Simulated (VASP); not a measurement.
Wanted: the native input for a VASP 6.6.1 run.

```yaml
Task: relaxation of cell and atoms
Functional: PBE
Potentials_or_basis: VASP PAW PBE potentials, release 64 (Bi_d)
Cutoff: 600 eV
k_mesh: 9 × 9 × 9
Occupations: fermi-dirac, width 0.05 eV
Spin: non-collinear spin, zero start, spin-orbit coupling
Starting_moments: "[[0.0, 0.0, 0.0]] μB"
Dipole_correction: no
Further_INCAR_settings: ALGO = Normal; EDIFF = 1e-06; IBRION = 2; EDIFFG = -0.01; NSW = 60; ISIF = 3
```

The structure of Bi lies in POSCAR:

```
Bi
1.0
   -1.9814305318      1.9814305318      1.9814305318
    1.9814305318     -1.9814305318      1.9814305318
    1.9814305318      1.9814305318     -1.9814305318
Bi
1
Direct
    0.0000000000      0.0000000000      0.0000000000
```

The input as run:

INCAR

```
  PREC = Accurate
  ENCUT = 600
  EDIFF = 1E-6
  ISMEAR = -1
  SIGMA = 0.05
  LREAL = F
  LASPH = T
  NELM = 150
  ALGO = Normal
  ISIF = 3
  LWAVE = F
  LCHARG = F
  MAGMOM = 0 0 0
  LORBIT = 11
  LSORBIT = T
  GGA_COMPAT = F
  LORBMOM = T
  GGA = PE
  IBRION = 2
  NSW = 60
  EDIFFG = -0.01
```

KPOINTS

```
Automatic mesh
0
Gamma
  9 9 9
```

Potentials or basis: VASP PAW PBE potentials, release 64 (Bi_d).

Command:

```bash
$ cat potpaw_PBE.64/Bi_d/POTCAR > POTCAR
$ mpirun -np 1 vasp_ncl > vasp.out
```

It gave:

```
Relaxed volume                                        : 32.43 Å³/atom
Relaxed cell                                          : a = 3.480 Å, b = 3.480 Å, c = 3.480 Å, α = 109.47°, β = 109.47°, γ = 109.47°
Space group after relaxing (to 0.05 Å)                : Im-3m (No. 229)
Energy gained by relaxing                             : 8.5 meV/atom
Ionic steps                                           : 3
Pressure after relaxing                               : 0.0 GPa
Net moment                                            : 0.00 μB per cell
Valence electrons inside the program's atomic spheres : Bi 12.73
```

Run time: 81 s on 1 thread of Intel(R) Xeon(R) Platinum 8488C (Sapphire Rapids), with other jobs on the host, peak memory 0.27 GiB.
